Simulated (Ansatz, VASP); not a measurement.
# Two plane-wave programs on ZrSi2

```
Zr Si
1.0
     1.85782    7.29642    0.00000
     1.85782   -7.29642    0.00000
     0.00000    0.00000   -3.66569
Zr Si
2 4
Direct
  0.10600 0.89400 0.75000
  0.89400 0.10600 0.25000
  0.75000 0.25000 0.75000
  0.25000 0.75000 0.25000
  0.35500 0.64500 0.75000
  0.64500 0.35500 0.25000
```

Alike in both runs: task single point; functional r2SCAN; k mesh 8 × 8 × 8; no spin polarisation.

```csv
,VASP,Ansatz
version,VASP 6.6.1,Ansatz 0.2.0
potentials or method,"VASP PAW PBE potentials, release 64 (Zr_sv, Si), cutoff 520 eV",PAW plane waves
occupations,"fermi-dirac, width 0.1 eV",fermi-dirac
valence electrons in the cell,40,40
```

|  | VASP | Ansatz | Ansatz less VASP |
| --- | --- | --- | --- |
| pressure (GPa) | 10.9 | 10.9 | +0.01 |
| traceless stress, the component that is largest in VASP (GPa) | -5.59 | -5.58 | +0.006 |
| rms of the force components (eV/Å) | 0.885 | 0.887 | +0.0027 |

VASP's potentials were made for PBE, not for r2SCAN. Atom by atom the forces differ by 0.003 eV/Å (rms over components).
